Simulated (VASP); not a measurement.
# Al5Cu: single point with PBE

Crystal: Al5Cu.

```xyz
6
Lattice="4.8829 0.0000 0.0000 -2.4414 4.2287 0.0000 0.0000 0.0000 4.5654" Properties=species:S:1:pos:R:3 pbc="T T T"
Al    2.4414    1.4096    0.0000
Al    0.0000    2.8191    0.0000
Al    1.5931    0.0000    2.2827
Al   -0.7966    1.3797    2.2827
Al    1.6449    2.8490    2.2827
Cu    0.0000    0.0000    0.0000
```

- Program: VASP 6.6.1
- Task: single point
- Functional: PBE
- Potentials or basis: VASP PAW PBE potentials, release 64 (Al, Cu)
- Cutoff: 520 eV
- k mesh: 12 × 12 × 8
- Occupations: gaussian, width 0.1 eV
- Spin: no spin polarisation
- Dipole correction: no
- Further INCAR settings: ALGO = Fast; EDIFF = 1e-06; NBANDS = 22

The pressure is -0.2 GPa. The largest force is 0.004 eV/Å and the band gap on the k mesh is zero (bands 13 and 14 overlap by 3.07 eV).

Forces in eV/Å, atoms in the order of the input:
```
Al   0.000  0.000  0.000
Al   0.000  0.000  0.000
Al   0.004  0.000  0.000
Al  -0.002  0.004  0.000
Al  -0.002 -0.004  0.000
Cu   0.000  0.000  0.000
```

Levels at points of the mesh, in eV from the Fermi level:
| k point | band 9 | band 10 | band 11 | band 12 | band 13 | band 14 | band 15 | band 16 | band 17 | band 18 |
| --- | --- | --- | --- | --- | --- | --- | --- | --- | --- | --- |
| (0.00, 0.00, 0.00) | -2.99 | -2.64 | -2.64 | -1.97 | -1.97 | -1.68 | 2.60 | 3.11 | 3.11 | 3.40 |
| (0.50, 0.00, 0.00) | -3.08 | -2.13 | -2.01 | -1.70 | -0.93 | 1.35 | 1.76 | 2.50 | 2.90 | 2.95 |
| (0.00, 0.00, 0.50) | -2.14 | -1.39 | -1.39 | -1.09 | -1.09 | -0.84 | -0.35 | -0.35 | 0.01 | 0.01 |
| (0.50, 0.00, 0.50) | -3.48 | -3.21 | -3.21 | -2.01 | -1.61 | 3.75 | 3.86 | 4.48 | 4.57 | 4.67 |

It took 2.5 min on 1 thread of AMD EPYC 9R45 96-Core Processor (Zen 5), with other jobs on the host, peak memory 0.29 GiB.
